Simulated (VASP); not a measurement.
# SiC (C2/m) in VASP: single point with PBEsol

Aim: the single point of SiC with PBEsol.

Program: VASP 6.6.1. These are calculated values, not measurements. Logs are shortened: lines on timing, memory, paths and dates and some standing lists are left out, and cuts for length are marked.

### 1 The cell of the first run

Symmetry: C2/m, No. 12, monoclinic system. The conventional cell has a = 4.386 Å, b = 2.543 Å, c = 7.120 Å, α = 90.00°, β = 98.35°, γ = 90.00°. C (site symmetry m) has 3 C at 1.52 Å and 1 Si at 2.08 Å within 2.1 Å. Within 2.7 Å of Si (site symmetry m) lie 1 C at 2.08 Å and 6 Si at 2.53 to 2.54 Å.

### 2 Single point, PBEsol

The input, POSCAR:

```
SiC
1.0
    0.0450804989      1.8431331401      1.7395965851
    1.8431331401      0.0450804989      1.7395965851
    5.3945592980      5.3945592980     -1.6307464282
C Si
2 2
Direct
   -0.0202952991     -0.0202952991      0.0344021863
    0.2702952991      0.2702952991      0.0905978137
    0.0425373113      0.0425373113      0.3851728319
    0.2074626887      0.2074626887      0.7398271681
```

The input, INCAR.step1:

```
SYSTEM = SiC
PREC = Accurate
ENCUT = 520
EDIFF = 1E-6
ISMEAR = 0
SIGMA = 0.1
LREAL = .FALSE.
LASPH = .TRUE.
NELM = 120
ALGO = Normal
ISIF = 2
LWAVE = .FALSE.
LCHARG = .TRUE.
GGA = PS
NBANDS = 16
GGA_COMPAT = .FALSE.
NEDOS = 2001
LORBIT = 11
```

The input, KPOINTS.step1:

```
Automatic mesh
0
G
  20 20 6
  0 0 0
```

The input, INCAR.step2:

```
SYSTEM = SiC
PREC = Accurate
ENCUT = 520
EDIFF = 1E-6
ISMEAR = -5
SIGMA = 0.1
LREAL = .FALSE.
LASPH = .TRUE.
NELM = 120
ALGO = Normal
ISIF = 2
LWAVE = .FALSE.
LCHARG = .FALSE.
GGA = PS
LORBIT = 11
NBANDS = 16
NEDOS = 2001
ICHARG = 11
GGA_COMPAT = .FALSE.
```

The input, KPOINTS.step2:

```
Automatic mesh
0
G
  30 30 9
  0 0 0
```

Potentials or basis: VASP PAW PBE potentials, release 64 (C, Si).

Started as:

```
$ cat potpaw_PBE.64/C/POTCAR potpaw_PBE.64/Si/POTCAR > POTCAR
$ cp INCAR.step1 INCAR
$ cp KPOINTS.step1 KPOINTS
$ mpirun -np 1 vasp_std > vasp.out
$ cp INCAR.step2 INCAR
$ cp KPOINTS.step2 KPOINTS
$ mpirun -np 1 vasp_std > vasp.out
```

OUTCAR:

```text
SYSTEM = SiC
   PREC = Accurate
   ENCUT = 520
   EDIFF = 1E-6
   ISMEAR = -5
   LREAL = .FALSE.
   LASPH = .TRUE.
   NELM = 120
   ISIF = 2
   GGA = PS
   LORBIT = 11
   ICHARG = 11

 ion  position               nearest neighbor table
   1  0.980  0.980  0.034-   2 1.52   2 1.52   2 1.52   4 2.08
   2  0.270  0.270  0.091-   1 1.52   1 1.52   1 1.52   3 2.08
   3  0.043  0.043  0.385-   2 2.08   4 2.82   4 2.82   4 3.15
   4  0.207  0.207  0.740-   1 2.08   3 2.82   3 2.82   3 3.15

  LATTYP: Found a base centered monoclinic cell.
 ALAT       =     4.3858279274
 B/A-ratio  =     0.5797834464
 C/A-ratio  =     1.6235068102
 COS(beta)  =    -0.1452821341

  Lattice vectors:

 A1 = (   0.0450804989,   1.8431331401,   1.7395965851)
 A2 = (   1.8431331401,   0.0450804989,   1.7395965851)
 A3 = (   3.5063456590,   3.5063456590,  -5.1099395984)

Analysis of symmetry for initial positions (statically):
=====================================================================
 Subroutine PRICEL returns:
 Original cell was already a primitive cell.

 Routine SETGRP: Setting up the symmetry group for a
 base centered monoclinic supercell.

 Subroutine GETGRP returns: Found  4 space group operations
 (whereof  2 operations were pure point group operations)
 out of a pool of  4 trial point group operations.

The static configuration has the point symmetry C_1h.
 The point group associated with its full space group is C_2h.

Analysis of symmetry for dynamics (positions and initial velocities):
=====================================================================
 Subroutine PRICEL returns:
 Original cell was already a primitive cell.

 Routine SETGRP: Setting up the symmetry group for a
 base centered monoclinic supercell.

 Subroutine GETGRP returns: Found  4 space group operations
 (whereof  2 operations were pure point group operations)
 out of a pool of  4 trial point group operations.

The dynamic configuration has the point symmetry C_1h.
 The point group associated with its full space group is C_2h.

 Subroutine INISYM returns: Found  4 space group operations
 (whereof  2 operations are pure point group operations),
 and found     1 'primitive' translations

----------------------------------------------------------------------------------------

                                     Primitive cell

  volume of cell :      39.2837

  direct lattice vectors                    reciprocal lattice vectors
     0.045080499  1.843133140  1.739596585    -0.240758202  0.315399041  0.246914186
     1.843133140  0.045080499  1.739596585     0.315399041 -0.240758202  0.246914186
     5.394559298  5.394559298 -1.630746428     0.079623015  0.079623015 -0.086425361

  length of vectors
     2.534831020  2.534831020  7.801402050     0.467341077  0.467341077  0.141947145

  position of ions in fractional coordinates (direct lattice)
     0.979704701  0.979704701  0.034402186
     0.270295299  0.270295299  0.090597814
     0.042537311  0.042537311  0.385172832
     0.207462689  0.207462689  0.739827168

  ion indices of the primitive-cell ions
   primitive index   ion index
                 1           1
                 2           2
                 3           3
                 4           4

----------------------------------------------------------------------------------------

 KPOINTS: Automatic mesh

Automatic generation of k-mesh.
 Grid dimensions read from file:
 generate k-points for:   30   30    9

 Generating k-lattice:

  Cartesian coordinates                     Fractional coordinates (reciprocal lattice)
    -0.008025273  0.010513301  0.008230473     0.033333333  0.000000000  0.000000000
     0.010513301 -0.008025273  0.008230473     0.000000000  0.033333333  0.000000000
     0.008847002  0.008847002 -0.009602818     0.000000000  0.000000000  0.111111111

  Length of vectors
     0.015578036  0.015578036  0.015771905

  Shift w.r.t. Gamma in fractional coordinates (k-lattice)
     0.000000000  0.000000000  0.000000000

 TETIRR: Found  12165 inequivalent tetrahedra from    48600

 Subroutine IBZKPT returns following result:
 ===========================================

 Found   2101 irreducible k-points:

 Following reciprocal coordinates:
            Coordinates               Weight
  0.000000  0.000000  0.000000      1.000000
  0.033333  0.000000  0.000000      4.000000
  0.066667  0.000000 -0.000000      4.000000
  0.100000  0.000000  0.000000      4.000000
  0.133333  0.000000 -0.000000      4.000000
  0.166667  0.000000  0.000000      4.000000
[... 16 lines left out ...]
  0.233333  0.033333  0.000000      4.000000
  0.266667  0.033333 -0.000000      4.000000
 [... further k-points ...]
   k-points           NKPTS =   2101   k-points in BZ     NKDIM =   2101   number of bands    NBANDS=     16
   number of dos      NEDOS =   2001   number of ions     NIONS =      4
   total plane-waves  NPLWV =  24000
   dimension x,y,z NGX =    20 NGY =   20 NGZ =   60
   dimension x,y,z NGXF=    40 NGYF=   40 NGZF=  120
   ions per type =               2   2
   NGX,Y,Z   is equivalent  to a cutoff of  13.12, 13.12, 12.79 a.u.
   NGXF,Y,Z  is equivalent  to a cutoff of  26.23, 26.23, 25.57 a.u.
 SYSTEM =  SiC
   PREC   = accura    normal or accurate (medium, high low for compatibility)
   ISTART =      0    job   : 0-new  1-cont  2-samecut
   ICHARG =     11    charge: 1-file 2-atom 10-const
   ISPIN  =      1    spin polarized calculation?
   LNONCOLLINEAR =      F non collinear calculations
   LSORBIT =      F    spin-orbit coupling
   LASPH  =      T    aspherical Exc in radial PAW
   ENCUT  =  520.0 eV  38.22 Ry    6.18 a.u.   4.71  4.71 14.51*2*pi/ulx,y,z
   NELM   =    120;   NELMIN=  2; NELMDL=  0     # of ELM steps
   EDIFF  = 0.1E-05   stopping-criterion for ELM
   LREAL  =      F    real-space projection
   EDIFFG = 0.1E-04   stopping-criterion for IOM
   NSW    =      0    number of steps for IOM
   IBRION =     -1    ionic relax: 0-MD 1-quasi-New 2-CG
   NFREE  =      0    steps in history (QN), initial steepest desc. (CG)
   ISIF   =      2    stress and relaxation
   ISYM   =      2    0-nonsym 1-usesym 2-fastsym
   POTIM  = 0.5000    time-step for ionic-motion
   TEBEG  =    0.0;   TEEND  =   0.0 temperature during run
   PSTRESS=    0.0 pullay stress
   NELECT =      16.0000    total number of electrons
   NUPDOWN=      -1.0000    fix difference up-down
   EMIN   =  10.00;   EMAX   =-10.00  energy-range for DOS
   EFERMI =   0.00;   METHOD = LEGACY
   ISMEAR =    -5;   SIGMA  =   0.10  broadening in eV -4-tet -1-fermi 0-gaus
   EFERMI_NEDOS =   21; number of points for ismear=-14 and -15
   IALGO  =     38    algorithm
   IMIX   =      4    mixing-type and parameters
     AMIX     =   0.40;   BMIX     =  1.00
     AMIX_MAG =   1.60;   BMIX_MAG =  1.00
  volume/ion in A,a.u.               =       9.82        66.27
  Fermi-wavevector in a.u.,A,eV,Ry     =   1.213512  2.293205 20.036092  1.472611
  Thomas-Fermi vector in A             =   2.348962
   LORBIT       =     11    0 simple, 1 ext, 2 COOP (PROOUT), +10 PAW based schemes
   GGA     = PS    functional components
   LHFCALC =     F    Hartree Fock is set to
   AEXX    =    0.0000 exact exchange contribution
   IVDW    =     0    specifies the selected vdW correction
   LEPSILON=     F    determine dielectric tensor
   LRPA    =     F    only Hartree local field effects (RPA)
 non-spin polarized calculation
 Fermi weights with tetrahedron method with Bloechl corrections
  energy-cutoff  :      520.00
  volume of cell :       39.28
 maximum number of plane-waves:      1077

 number of electron      16.0000000 magnetization

 Free energy of the ion-electron system (eV)
  ---------------------------------------------------
  ext. energy  EPLUGINS =         0.00000000
  ---------------------------------------------------
  free energy    TOTEN  =       -29.43165880 eV

  energy without entropy =      -29.43165880  energy(sigma->0) =      -29.43165880

 E-fermi :  10.2852     XC(G=0): -11.9642

 val. band max:       10.4769035820   @ k =  -0.0333  -0.2000   0.3333
 cond. band min:      10.2158193306   @ k =  -0.3000   0.2333   0.2222
 fundamental gap:     -0.2610842514
 Fermi energy:        10.2852471817

 k-point     1 :       0.0000    0.0000    0.0000
  band No.  band energies     occupation
      1      -9.2940      2.00000
      2      -3.2995      2.00000
      3      -2.9201      2.00000
      4       3.6076      2.00000
      5       5.3906      2.00000
      6       7.8695      2.00000
[... 8 lines left out ...]
     15      23.3353      0.00000
     16      23.3697      0.00000

 k-point     2 :       0.0333    0.0000    0.0000
  band No.  band energies     occupation
      1      -9.2673      2.00000
      2      -3.2923      2.00000
      3      -2.8583      2.00000
      4       3.6022      2.00000
      5       5.4553      2.00000
      6       7.7504      2.00000
[... 8 lines left out ...]
     15      23.1823      0.00000
     16      23.6169      0.00000

 k-point     3 :       0.0667    0.0000   -0.0000
  band No.  band energies     occupation
      1      -9.1874      2.00000
      2      -3.2550      2.00000
      3      -2.6887      2.00000
      4       3.5935      2.00000
      5       5.6410      2.00000
      6       7.3915      2.00000
[... 8 lines left out ...]
     15      22.5643      0.00000
     16      22.6571      0.00000
[... 362 lines left out ...]
 k-point    23 :       0.2333    0.0333    0.0000
  band No.  band energies     occupation
      1      -8.1543      2.00000
      2      -2.4262      2.00000
      3      -0.7531      2.00000
      4       3.6352      2.00000
      5       4.0219      2.00000
      6       6.2255      2.00000
[... 8 lines left out ...]
     15      20.8122      0.00000
     16      21.2401      0.00000

 k-point    24 :       0.2667    0.0333   -0.0000
  band No.  band energies     occupation
      1      -7.7883      2.00000
      2      -2.0339      2.00000
      3      -0.1845      2.00000
      4       3.1191      2.00000
      5       3.8366      2.00000
      6       5.8964      2.00000
[... 8 lines left out ...]
     15      20.5497      0.00000
     16      21.0989      0.00000

 [... further k-points ...]
[... 5 lines left out ...]
  --------------------------------------------------------------------------------------
  -------------------------------------------------------------------------------------
  Total        0.1144110      0.1144110      0.1519696      0.0524675      0.0202846      0.0202846
  in kB        4.6662270      4.6662270      6.1980505      2.1398781      0.8273019      0.8273021
  external PRESSURE =       5.1768348 kB  Pullay stress =       0.0000000 kB

 VOLUME and BASIS-vectors are now :
 -----------------------------------------------------------------------------
  energy-cutoff  :      520.00
  volume of cell :       39.28
      direct lattice vectors                 reciprocal lattice vectors
     0.045080499  1.843133140  1.739596585    -0.240758202  0.315399041  0.246914186
     1.843133140  0.045080499  1.739596585     0.315399041 -0.240758202  0.246914186
     5.394559298  5.394559298 -1.630746428     0.079623015  0.079623015 -0.086425361

 POSITION                                       TOTAL-FORCE (eV/Angst)
 -----------------------------------------------------------------------------------
      2.03548      2.03548      3.35248        -0.034620     -0.034620      0.039805
      0.99911      0.99911      0.79267         0.034620      0.034620     -0.039805
      2.15816      2.15816     -0.48012         0.001512      0.001512     -0.000342
      4.38278      4.38278     -0.48467        -0.001512     -0.001512      0.000342
 -----------------------------------------------------------------------------------
    total drift:                                0.000000      0.000000     -0.000000

  FREE ENERGIE OF THE ION-ELECTRON SYSTEM (eV)
  ---------------------------------------------------
  free  energy   TOTEN  =       -29.4316587977 eV

  energy  without entropy=      -29.4316587977  energy(sigma->0) =      -29.43165880

 total charge

# of ion       s       p       d       tot
------------------------------------------
    1        0.835   1.682   0.000   2.517
    2        0.835   1.682   0.000   2.517
    3        0.780   0.831   0.000   1.611
    4        0.780   0.831   0.000   1.611
--------------------------------------------------
tot          3.230   5.025   0.000   8.255
```

It took 21 min on 1 thread of Oxide Virtual Turin-like, shared host; peak memory 1 GiB.

What came out:

| Item | Value |
| --- | --- |
| Valence electrons inside the program's atomic spheres | C 2.52; Si 1.61 |

Caveat: the PAW data sets were made with another functional, which shifts forces and pressure a little.
